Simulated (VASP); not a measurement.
Write the native input for VASP 6.6.1 that does the following.

```
Task                   : single point
Functional             : PBE
Potentials or basis    : VASP PAW PBE potentials, release 64 (Ca_sv, B)
Cutoff                 : 520 eV
k mesh                 : 6 × 6 × 6
Occupations            : gaussian, width 0.1 eV
Spin                   : no spin polarisation
Dipole correction      : no
Further INCAR settings : ALGO = Normal; EDIFF = 1e-06; NBANDS = 14
```

The structure of CaB lies in POSCAR:

```
CaB
1.0
    3.6282305511      0.0000000000      0.0000000000
   -1.8141152756      3.1421398281      0.0000000000
    0.0000000000      0.0000000000      3.6442370247
Ca B
1 1
Direct
    0.6666666667      0.3333333333      0.5000000000
    0.3333333333      0.6666666667      0.0000000000
```

The input as run:

INCAR

```
SYSTEM = CaB
  ALGO = Normal
  EDIFF = 1E-6
  ENCUT = 520
  GGA = PE
  ISIF = 2
  ISMEAR = 0
  LASPH = .True.
  LCHARG = .True.
  LELF = .True.
  LREAL = .False.
  LVHAR = .True.
  LWAVE = .False.
  NBANDS = 14
  NELM = 100
  PREC = Accurate
  SIGMA = 0.1
```

KPOINTS

```
k-points
0
Gamma
  6 6 6
  0 0 0
```

Potentials or basis: VASP PAW PBE potentials, release 64 (Ca_sv, B).

Launch:

```bash
$ cat potpaw_PBE.64/Ca_sv/POTCAR potpaw_PBE.64/B/POTCAR > POTCAR
$ mpirun -np 1 vasp_std > vasp.out
```

It gave:

```
Pressure : 0.3 GPa
```

Wall time 18 s on 1 thread of AMD EPYC 7R43 64-Core Processor (Zen 3), with other jobs on the host, peak memory 0.12 GiB.
